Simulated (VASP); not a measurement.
# Co (P6_3/mmc) in VASP: a series of runs

Co is run at these levels: PBE, PBEsol+D4, BLYP+D4, LDA; tasks: relaxation of cell and atoms, single point.

Program: VASP 6.6.1. These are calculated values, not measurements. Logs are shortened: lines on timing, memory, paths and dates and some standing lists are left out, and cuts for length are marked.

### 1 The cell of the first run

The structure is hexagonal, space group P6_3/mmc (No. 194). The conventional cell has a = 2.471 Å, b = 2.471 Å, c = 8.088 Å, α = 90.00°, β = 90.00°, γ = 120.00°. Co (site symmetry -6m2) has 12 Co at 2.47 Å within 3.3 Å. Within 3.3 Å of Co (site symmetry -3m) lie 12 Co at 2.47 Å.

### 2 Relaxation of cell and atoms, PBE, collinear spin, ferromagnetic start, target pressure 20 GPa, at which the enthalpy is minimised

INCAR reads:

```
SYSTEM = Co
PREC = Accurate
ENCUT = 600
EDIFF = 1E-6
ISMEAR = -1
SIGMA = 0.05
LREAL = .FALSE.
LASPH = .TRUE.
NELM = 150
ALGO = Normal
ISIF = 3
LWAVE = .FALSE.
LCHARG = .FALSE.
ISPIN = 2
MAGMOM = 2 2 2 2
LORBIT = 11
LMAXMIX = 4
GGA = PE
IBRION = 2
NSW = 60
EDIFFG = -0.01
PSTRESS = 200.0
```

KPOINTS reads:

```
Automatic mesh
0
G
  12 12 4
  0 0 0
```

POSCAR reads:

```
Co
1.0
    2.4705617809      0.0000000000      0.0000000000
   -1.2352808905      2.1395692639      0.0000000000
    0.0000000000      0.0000000000      8.0882338000
Co
4
Direct
    0.6666666667      0.3333333333      0.7500000000
    0.0000000000      0.0000000000      0.5000000000
    0.3333333333      0.6666666667      0.2500000000
    0.0000000000      0.0000000000      0.0000000000
```

Potentials or basis: VASP PAW PBE potentials, release 64 (Co).

The run is started by

```
$ cat potpaw_PBE.64/Co/POTCAR > POTCAR
$ mpirun -np 1 vasp_std > vasp.out
```

OUTCAR:

```text
SYSTEM = Co
   PREC = Accurate
   ENCUT = 600
   EDIFF = 1E-6
   ISMEAR = -1
   LREAL = .FALSE.
   LASPH = .TRUE.
   NELM = 150
   ISIF = 3
   ISPIN = 2
   LORBIT = 11
   GGA = PE
   IBRION = 2
   NSW = 60
   EDIFFG = -0.01
   PSTRESS = 200.0

 ion  position               nearest neighbor table
   1  0.667  0.333  0.750-   2 2.47   4 2.47   2 2.47   4 2.47   2 2.47   4 2.47
   2  0.000  0.000  0.500-   1 2.47   3 2.47   1 2.47   3 2.47   1 2.47   3 2.47
   3  0.333  0.667  0.250-   2 2.47   4 2.47   2 2.47   4 2.47   2 2.47   4 2.47
   4  0.000  0.000  0.000-   1 2.47   3 2.47   1 2.47   3 2.47   1 2.47   3 2.47

  LATTYP: Found a hexagonal cell.
 ALAT       =     2.4705617809
 C/A-ratio  =     3.2738439745

  Lattice vectors:

 A1 = (   2.4705617809,   0.0000000000,   0.0000000000)
 A2 = (  -1.2352808905,   2.1395692639,   0.0000000000)
 A3 = (   0.0000000000,   0.0000000000,   8.0882338000)

Analysis of symmetry for initial positions (statically):
=====================================================================
 Subroutine PRICEL returns:
 Original cell was already a primitive cell.

 Routine SETGRP: Setting up the symmetry group for a
 hexagonal supercell.

 Subroutine GETGRP returns: Found 24 space group operations
 (whereof 12 operations were pure point group operations)
 out of a pool of 24 trial point group operations.

The static configuration has the point symmetry D_3d.
 The point group associated with its full space group is D_6h.

Analysis of symmetry for dynamics (positions and initial velocities):
=====================================================================
 Subroutine PRICEL returns:
 Original cell was already a primitive cell.

 Routine SETGRP: Setting up the symmetry group for a
 hexagonal supercell.

 Subroutine GETGRP returns: Found 24 space group operations
 (whereof 12 operations were pure point group operations)
 out of a pool of 24 trial point group operations.

The dynamic configuration has the point symmetry D_3d.
 The point group associated with its full space group is D_6h.

Analysis of structural, dynamic, and magnetic symmetry:
=====================================================================
 Subroutine PRICEL returns:
 Original cell was already a primitive cell.

 Routine SETGRP: Setting up the symmetry group for a
 hexagonal supercell.

 Subroutine GETGRP returns: Found 24 space group operations
 (whereof 12 operations were pure point group operations)
 out of a pool of 24 trial point group operations.

The overall configuration has the point symmetry D_3d.
 The point group associated with its full space group is D_6h.

 Subroutine INISYM returns: Found 24 space group operations
 (whereof 12 operations are pure point group operations),
 and found     1 'primitive' translations
[... 128 lines left out ...]
   LEPSILON=     F    determine dielectric tensor
   LRPA    =     F    only Hartree local field effects (RPA)
 conjugate gradient relaxation of ions
 spin polarized calculation
  energy-cutoff  :      600.00
  volume of cell :       42.75
 maximum number of plane-waves:      1473
 NGX is ok and might be reduce to    20
   NGX =  9   NGY =  9   NGZ = 33

--------------------------------------- Ionic step        1  -------------------------------------------

 number of electron      36.0000004 magnetization       6.5672300

 Free energy of the ion-electron system (eV)
  ---------------------------------------------------
  ext. energy  EPLUGINS =         0.00000000
  ---------------------------------------------------
  free energy    TOTEN  =       -28.11726034 eV

  energy without entropy =      -28.08294927  energy(sigma->0) =      -28.10010480

------------------------ aborting loop because EDIFF is reached ----------------------------------------

  FORCE on cell =-STRESS in cart. coord.  units (eV):
  Direction    XX          YY          ZZ          XY          YZ          ZX
  --------------------------------------------------------------------------------------
  -------------------------------------------------------------------------------------
  Total        1.3252654      1.3252654      0.3062204     -0.0000000      0.0000000      0.0000000
  in kB       49.6635386     49.6635386     11.4754301     -0.0000000      0.0000000      0.0000000
  external PRESSURE =    -163.0658309 kB  Pullay stress =     200.0000000 kB
[... 103 lines left out ...]
  energy  without entropy=      -27.9031602907  energy(sigma->0) =      -27.92013614

  enthalpy is  TOTEN    =       -22.9263641194 eV   P V=        5.0107478700

[... ionic steps 4 to 7 ...]

--------------------------------------- Ionic step        8  -------------------------------------------

 number of electron      35.9999997 magnetization       6.2480581

------------------------ aborting loop because EDIFF is reached ----------------------------------------
[... 75 lines left out ...]
--------------------------------------- Ionic step       10  -------------------------------------------

 number of electron      35.9999997 magnetization       6.2404964

 Free energy of the ion-electron system (eV)
  ---------------------------------------------------
  ext. energy  EPLUGINS =         0.00000000
  ---------------------------------------------------
  free energy    TOTEN  =       -27.93468946 eV

  energy without entropy =      -27.90106187  energy(sigma->0) =      -27.91787567

 E-fermi :  11.4743     XC(G=0): -13.8740

 val. band max:       11.4696854946   @ k =   0.2500   0.0833   0.0000
 cond. band min:      11.4792495459   @ k =   0.2500   0.1667   0.2500
 fundamental gap:      0.0095640512
 Fermi energy:        11.4743019489

 spin component 1

 k-point     1 :       0.0000    0.0000    0.0000
  band No.  band energies     occupation
      1       2.0323      1.00000
      2       4.3728      1.00000
      3       4.3978      1.00000
      4       5.9190      1.00000
      5       8.3233      1.00000
      6       8.3583      1.00000
[... 685 lines left out ...]
     25      20.5805      0.00000
     26      21.9019      0.00000

 [... further k-points ...]

 spin component 2

 k-point     1 :       0.0000    0.0000    0.0000
  band No.  band energies     occupation
      1       2.0560      1.00000
      2       4.4832      1.00000
      3       4.4873      1.00000
      4       6.8121      1.00000
      5       9.6022      1.00000
      6       9.6640      1.00000
[... 722 lines left out ...]
  energy  without entropy=      -27.9010618747  energy(sigma->0) =      -27.91787567

  enthalpy is  TOTEN    =       -22.9273023554 eV   P V=        5.0073871017

 reached required accuracy - stopping structural energy minimisation

 total charge

# of ion       s       p       d       tot
------------------------------------------
    1        0.524   0.597   7.315   8.436
    2        0.524   0.593   7.324   8.441
    3        0.524   0.597   7.315   8.436
    4        0.524   0.593   7.324   8.441
--------------------------------------------------
tot          2.097   2.379  29.278  33.754

 magnetization (x)

# of ion       s       p       d       tot
------------------------------------------
    1       -0.015  -0.053   1.642   1.574
    2       -0.015  -0.050   1.618   1.553
    3       -0.015  -0.053   1.642   1.574
    4       -0.015  -0.050   1.618   1.553
--------------------------------------------------
tot         -0.060  -0.206   6.520   6.254
```

OSZICAR:

```text
N       E                     dE             d eps       ncg     rms          rms(c)
DAV:   1     0.252988478185E+03    0.25299E+03   -0.17637E+04  5968   0.210E+03
DAV:   2    -0.173695080300E+02   -0.27036E+03   -0.25674E+03  5946   0.363E+02
[... 97 lines left out ...]
DAV:   1    -0.279349595251E+02   -0.42841E-02   -0.38889E-03  6024   0.862E-01    0.133E-01
DAV:   2    -0.279347360391E+02    0.22349E-03   -0.14807E-03  6166   0.579E-01    0.782E-02
DAV:   3    -0.279347067073E+02    0.29332E-04   -0.15332E-04  6276   0.223E-01    0.561E-02
DAV:   4    -0.279347325919E+02   -0.25885E-04   -0.29193E-04  6684   0.367E-01    0.951E-02
DAV:   5    -0.279346928060E+02    0.39786E-04   -0.12372E-04  6854   0.239E-01    0.133E-02
DAV:   6    -0.279346895066E+02    0.32994E-05   -0.39584E-06  5358   0.205E-02    0.566E-03
DAV:   7    -0.279346894571E+02    0.49522E-07   -0.22120E-07  3000   0.545E-03
  10 F= -.22927302E+02 E0= -.22910489E+02  d E =-.672730E-04  mag=     6.2408
```

CONTCAR:

```text
Co
   1.00000000000000
     2.4269785501392787   -0.0000000000056260   -0.0000000000000000
    -1.2134892751236297    2.1018250788888717   -0.0000000000000000
     0.0000000000000000    0.0000000000000000    7.8637417999117138
  Co
     4
Direct
     0.6666666667000030    0.3333333332999970    0.7500000000000000
     0.0000000000000000    0.0000000000000000    0.5000000000000000
     0.3333333332999970    0.6666666667000030    0.2500000000000000
     0.0000000000000000    0.0000000000000000    0.0000000000000000

  0.00000000E+00  0.00000000E+00  0.00000000E+00
  0.00000000E+00  0.00000000E+00  0.00000000E+00
  0.00000000E+00  0.00000000E+00  0.00000000E+00
  0.00000000E+00  0.00000000E+00  0.00000000E+00
```

Run time: 6.8 min. Hardware: 1 thread of AMD EPYC 9R45 (Zen 5), shared host; peak memory 0.24 GiB.

Results:

```yaml
Free_energy: -27.9347 eV
Relaxed_volume: 10.03 Å³/atom
Relaxed_cell: a = 2.427 Å, b = 2.427 Å, c = 7.864 Å, α = 90.00°, β = 90.00°, γ = 120.00°
Space_group_after_relaxing_to_0.1_Å: P6_3/mmc (No. 194)
Energy_change_on_relaxing_the_run_minimises_the_enthalpy: +45.6 meV/atom
Ionic_steps: 10
Pressure_after_relaxing: 19.9 GPa
Net_moment: 6.24 μB per cell
Site_moments: Co +1.57, +1.55 (each value once) μB
Valence_electrons_inside_the_program's_atomic_spheres: Co 8.44
```

The path:
```
step  energy change (eV)  largest force (eV/Å)  pressure (GPa)  volume (Å³)
   1              0.0000                0.0000            3.69        42.75
   2              1.0340                0.0000           56.36        36.37
   3              0.1801                0.0000           19.47        40.14
   4              0.1892                0.0000           20.08        40.07
   5              0.1958                0.0000           20.47        40.01
   6              0.1932                0.0000           20.48        40.03
   7              0.1932                0.0000           20.47        40.03
   8              0.1744                0.0000           19.49        40.18
   9              0.1866                0.0000           20.25        40.08
  10              0.1826                0.0000           19.86        40.11
```

Final structure:
```
Co
1.0
     2.42698    0.00000    0.00000
    -1.21349    2.10183    0.00000
     0.00000    0.00000    7.86374
Co
4
Cartesian
  1.2135 0.7006 5.8978
  0.0000 0.0000 3.9319
  0.0000 1.4012 1.9659
  0.0000 0.0000 0.0000
```

Caveat: the cell is relaxed towards a set pressure, so the run minimises the enthalpy, not the energy.

[end of part 1 of 2]
